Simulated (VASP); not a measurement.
# La (Fd-3m) in VASP: single point with LDA

Aim: the single point of La with LDA.

All numbers are computed with VASP 6.6.1; they aren't measurements. Logs are shortened: lines on timing, memory, paths and dates and some standing lists are left out, and cuts for length are marked.

## Step 1: The cell of the first run

The structure is cubic, space group Fd-3m (No. 227). The conventional cell has a = 6.531 Å, b = 6.531 Å, c = 6.531 Å, α = 90.00°, β = 90.00°, γ = 90.00°. Within 3.7 Å of La (site symmetry -43m) lie 4 La at 2.83 Å.

## Step 2: Single point, LDA

Input file INCAR:

```
SYSTEM = La
ALGO     = Normal         ! electronic algorithm
EDIFF    = 1E-6           ! SCF threshold, eV
ENCUT    = 520            ! plane-wave cutoff, eV
GGA      = CA             ! functional
ISIF     = 2              ! what is computed and relaxed
ISMEAR   = -1             ! smearing method
LASPH    = .TRUE.         ! aspherical terms in the spheres
LCHARG   = .FALSE.        ! write CHGCAR
LREAL    = .FALSE.        ! projectors in reciprocal space
LWAVE    = .FALSE.        ! write WAVECAR
NBANDS   = 18             ! bands
NELM     = 60             ! most SCF steps
PREC     = Accurate       ! precision mode
SIGMA    = 0.13605693000000002 ! smearing width, eV
```

Input file KPOINTS:

```
k-points
0
G
  8 8 8
  0 0 0
```

Input file POSCAR:

```
La
1.0
    0.0000000000      3.2656054214      3.2656054214
    3.2656054214      0.0000000000      3.2656054214
    3.2656054214      3.2656054214      0.0000000000
La
2
Direct
    0.0000000000      0.0000000000      0.0000000000
    0.2500000000      0.2500000000      0.2500000000
```

Potentials or basis: VASP PAW LDA potentials, release 64 (La).

Run with:

```sh
$ cat potpaw_LDA.64/La/POTCAR > POTCAR
$ mpirun -np 1 vasp_std > vasp.out
```

OUTCAR:

```text
SYSTEM = La
   EDIFF = 1E-6
   ENCUT = 520
   GGA = CA
   ISIF = 2
   ISMEAR = -1
   LASPH = .TRUE.
   LREAL = .FALSE.
   NELM = 60
   PREC = Accurate

 ion  position               nearest neighbor table
   1  0.000  0.000  0.000-   2 2.83   2 2.83   2 2.83   2 2.83
   2  0.250  0.250  0.250-   1 2.83   1 2.83   1 2.83   1 2.83

  LATTYP: Found a face centered cubic cell.
 ALAT       =     6.5312108428

  Lattice vectors:

 A1 = (   0.0000000000,   3.2656054214,   3.2656054214)
 A2 = (   3.2656054214,   0.0000000000,   3.2656054214)
 A3 = (   3.2656054214,   3.2656054214,   0.0000000000)

Analysis of symmetry for initial positions (statically):
=====================================================================
 Subroutine PRICEL returns:
 Original cell was already a primitive cell.

 Routine SETGRP: Setting up the symmetry group for a
 face centered cubic supercell.

 Subroutine GETGRP returns: Found 48 space group operations
 (whereof 24 operations were pure point group operations)
 out of a pool of 48 trial point group operations.

The static configuration has the point symmetry T_d .
 The point group associated with its full space group is O_h .

Analysis of symmetry for dynamics (positions and initial velocities):
=====================================================================
 Subroutine PRICEL returns:
 Original cell was already a primitive cell.

 Routine SETGRP: Setting up the symmetry group for a
 face centered cubic supercell.

 Subroutine GETGRP returns: Found 48 space group operations
 (whereof 24 operations were pure point group operations)
 out of a pool of 48 trial point group operations.

The dynamic configuration has the point symmetry T_d .
 The point group associated with its full space group is O_h .

 Subroutine INISYM returns: Found 48 space group operations
 (whereof 24 operations are pure point group operations),
 and found     1 'primitive' translations

----------------------------------------------------------------------------------------

                                     Primitive cell

  volume of cell :      69.6500

  direct lattice vectors                    reciprocal lattice vectors
     0.000000000  3.265605421  3.265605421    -0.153110966  0.153110966  0.153110966
     3.265605421  0.000000000  3.265605421     0.153110966 -0.153110966  0.153110966
     3.265605421  3.265605421  0.000000000     0.153110966  0.153110966 -0.153110966

  length of vectors
     4.618263476  4.618263476  4.618263476     0.265195972  0.265195972  0.265195972

  position of ions in fractional coordinates (direct lattice)
     0.000000000  0.000000000  0.000000000
     0.250000000  0.250000000  0.250000000

  ion indices of the primitive-cell ions
   primitive index   ion index
                 1           1
                 2           2

----------------------------------------------------------------------------------------

 KPOINTS: k-points

Automatic generation of k-mesh.
 Grid dimensions read from file:
 generate k-points for:    8    8    8

 Generating k-lattice:

  Cartesian coordinates                     Fractional coordinates (reciprocal lattice)
    -0.019138871  0.019138871  0.019138871     0.125000000  0.000000000  0.000000000
     0.019138871 -0.019138871  0.019138871     0.000000000  0.125000000  0.000000000
     0.019138871  0.019138871 -0.019138871     0.000000000  0.000000000  0.125000000

  Length of vectors
     0.033149496  0.033149496  0.033149496

  Shift w.r.t. Gamma in fractional coordinates (k-lattice)
     0.000000000  0.000000000  0.000000000

 Subroutine IBZKPT returns following result:
 ===========================================

 Found     29 irreducible k-points:

 Following reciprocal coordinates:
            Coordinates               Weight
  0.000000  0.000000  0.000000      1.000000
  0.125000  0.000000  0.000000      8.000000
  0.250000  0.000000  0.000000      8.000000
  0.375000  0.000000  0.000000      8.000000
  0.500000  0.000000  0.000000      4.000000
  0.125000  0.125000  0.000000      6.000000
[... 16 lines left out ...]
  0.500000  0.250000  0.125000     48.000000
 -0.375000  0.250000  0.125000     24.000000
 [... further k-points ...]
   k-points           NKPTS =     29   k-points in BZ     NKDIM =     29   number of bands    NBANDS=     18
   number of dos      NEDOS =    301   number of ions     NIONS =      2
   total plane-waves  NPLWV =  46656
   dimension x,y,z NGX =    36 NGY =   36 NGZ =   36
   dimension x,y,z NGXF=    72 NGYF=   72 NGZF=   72
   ions per type =               2
   NGX,Y,Z   is equivalent  to a cutoff of  12.96, 12.96, 12.96 a.u.
   NGXF,Y,Z  is equivalent  to a cutoff of  25.92, 25.92, 25.92 a.u.
 SYSTEM =  La
   PREC   = accura    normal or accurate (medium, high low for compatibility)
   ISTART =      0    job   : 0-new  1-cont  2-samecut
   ICHARG =      2    charge: 1-file 2-atom 10-const
   ISPIN  =      1    spin polarized calculation?
   LNONCOLLINEAR =      F non collinear calculations
   LSORBIT =      F    spin-orbit coupling
   LASPH  =      T    aspherical Exc in radial PAW
   ENCUT  =  520.0 eV  38.22 Ry    6.18 a.u.   8.59  8.59  8.59*2*pi/ulx,y,z
   NELM   =     60;   NELMIN=  2; NELMDL= -5     # of ELM steps
   EDIFF  = 0.1E-05   stopping-criterion for ELM
   LREAL  =      F    real-space projection
   EDIFFG = 0.1E-04   stopping-criterion for IOM
   NSW    =      0    number of steps for IOM
   IBRION =     -1    ionic relax: 0-MD 1-quasi-New 2-CG
   NFREE  =      0    steps in history (QN), initial steepest desc. (CG)
   ISIF   =      2    stress and relaxation
   ISYM   =      2    0-nonsym 1-usesym 2-fastsym
   POTIM  = 0.5000    time-step for ionic-motion
   TEBEG  =    0.0;   TEEND  =   0.0 temperature during run
   PSTRESS=    0.0 pullay stress
   NELECT =      22.0000    total number of electrons
   NUPDOWN=      -1.0000    fix difference up-down
   EMIN   =  10.00;   EMAX   =-10.00  energy-range for DOS
   EFERMI =   0.00;   METHOD = LEGACY
   ISMEAR =    -1;   SIGMA  =   0.14  broadening in eV -4-tet -1-fermi 0-gaus
   EFERMI_NEDOS =   21; number of points for ismear=-14 and -15
   IALGO  =     38    algorithm
   IMIX   =      4    mixing-type and parameters
     AMIX     =   0.40;   BMIX     =  1.00
     AMIX_MAG =   1.60;   BMIX_MAG =  1.00
  volume/ion in A,a.u.               =      34.83       235.01
  Fermi-wavevector in a.u.,A,eV,Ry     =   1.114916  2.106885 16.912544  1.243037
  Thomas-Fermi vector in A             =   2.251515
   LORBIT       =      0    0 simple, 1 ext, 2 COOP (PROOUT), +10 PAW based schemes
   GGA     = CA    functional components
   LHFCALC =     F    Hartree Fock is set to
   AEXX    =    0.0000 exact exchange contribution
   IVDW    =     0    specifies the selected vdW correction
   LEPSILON=     F    determine dielectric tensor
   LRPA    =     F    only Hartree local field effects (RPA)
 non-spin polarized calculation
  energy-cutoff  :      520.00
  volume of cell :       69.65
 maximum number of plane-waves:      1895
 NGX is ok and might be reduce to    36
   NGX = 17   NGY = 17   NGZ = 17

 number of electron      22.0000000 magnetization

 Free energy of the ion-electron system (eV)
  ---------------------------------------------------
  ext. energy  EPLUGINS =         0.00000000
  ---------------------------------------------------
  free energy    TOTEN  =        -9.50005222 eV

  energy without entropy =       -9.37073516  energy(sigma->0) =       -9.43539369

 E-fermi :   7.8174     XC(G=0):  -9.7460

 val. band max:        7.8068764799   @ k =  -0.3750   0.5000   0.1250
 cond. band min:       7.8930945295   @ k =  -0.2500   0.5000   0.2500
 fundamental gap:      0.0862180496
 Fermi energy:         7.8173574994

 k-point     1 :       0.0000    0.0000    0.0000
  band No.  band energies     occupation
      1     -25.6429      2.00000
      2     -23.5812      2.00000
      3      -9.8743      2.00000
      4      -9.8743      2.00000
      5      -9.8743      2.00000
      6      -7.4847      2.00000
[... 10 lines left out ...]
     17       9.4923      0.00001
     18       9.4923      0.00001

 k-point     2 :       0.1250    0.0000    0.0000
  band No.  band energies     occupation
      1     -25.5930      2.00000
      2     -23.6510      2.00000
      3      -9.9289      2.00000
      4      -9.9289      2.00000
      5      -9.8748      2.00000
      6      -7.4366      2.00000
[... 10 lines left out ...]
     17       9.4098      0.00002
     18       9.4992      0.00001

 k-point     3 :       0.2500    0.0000    0.0000
  band No.  band energies     occupation
      1     -25.4561      2.00000
      2     -23.8357      2.00000
      3     -10.0488      2.00000
      4     -10.0488      2.00000
      5      -9.8873      2.00000
      6      -7.2989      2.00000
[... 10 lines left out ...]
     17       9.5918      0.00000
     18       9.6364      0.00000

 k-point     4 :       0.3750    0.0000    0.0000
  band No.  band energies     occupation
      1     -25.2810      2.00000
      2     -24.0579      2.00000
      3     -10.1556      2.00000
      4     -10.1556      2.00000
      5      -9.9133      2.00000
      6      -7.1322      2.00000
[... 375 lines left out ...]
      4     -10.1906      2.00000
      5      -9.5029      2.00000
      6      -7.6910      2.00000
[... 10 lines left out ...]
     17       9.4096      0.00002
     18       9.4804      0.00001

 k-point    23 :       0.5000    0.2500    0.1250
  band No.  band energies     occupation
      1     -25.1522      2.00000
      2     -24.2119      2.00000
      3     -10.4853      2.00000
      4     -10.2844      2.00000
      5      -9.3552      2.00000
      6      -7.7266      2.00000
[... 10 lines left out ...]
     17       9.5529      0.00001
     18       9.6597      0.00000

 k-point    24 :      -0.3750    0.2500    0.1250
  band No.  band energies     occupation
      1     -25.0486      2.00000
      2     -24.3308      2.00000
      3     -10.5383      2.00000
      4     -10.3274      2.00000
      5      -9.2957      2.00000
      6      -7.7338      2.00000
[... 10 lines left out ...]
     17       9.6703      0.00000
     18       9.9263      0.00000

 [... further k-points ...]
[... 5 lines left out ...]
  --------------------------------------------------------------------------------------
  -------------------------------------------------------------------------------------
  Total       -0.1309556     -0.1309556     -0.1309556     -0.0000000     -0.0000000     -0.0000000
  in kB       -3.0124054     -3.0124054     -3.0124054     -0.0000000     -0.0000000     -0.0000000
  external PRESSURE =      -3.0124054 kB  Pullay stress =       0.0000000 kB

 VOLUME and BASIS-vectors are now :
 -----------------------------------------------------------------------------
  energy-cutoff  :      520.00
  volume of cell :       69.65
      direct lattice vectors                 reciprocal lattice vectors
     0.000000000  3.265605421  3.265605421    -0.153110966  0.153110966  0.153110966
     3.265605421  0.000000000  3.265605421     0.153110966 -0.153110966  0.153110966
     3.265605421  3.265605421  0.000000000     0.153110966  0.153110966 -0.153110966

 POSITION                                       TOTAL-FORCE (eV/Angst)
 -----------------------------------------------------------------------------------
      0.00000      0.00000      0.00000         0.000000      0.000000      0.000000
      1.63280      1.63280      1.63280        -0.000000     -0.000000     -0.000000
 -----------------------------------------------------------------------------------
    total drift:                                0.000000      0.000000      0.000000

  FREE ENERGIE OF THE ION-ELECTRON SYSTEM (eV)
  ---------------------------------------------------
  free  energy   TOTEN  =        -9.5000522155 eV

  energy  without entropy=       -9.3707351552  energy(sigma->0) =       -9.43539369
```

Wall time 40 s (1 thread of Intel Xeon Platinum 8375C at 2.90GHz (Ice Lake), shared host); peak memory 0.19 GiB.

What came out:

| Quantity | Value |
| --- | --- |
| Free energy | -9.5001 eV |
| Pressure | -0.3 GPa |
| Band gap on the k mesh | zero (band 11 reaches 7.97 eV, above the bottom of band 12 at 7.69 eV) |

Caveat: spin-orbit coupling is left out, which moves the levels of the heavy elements.
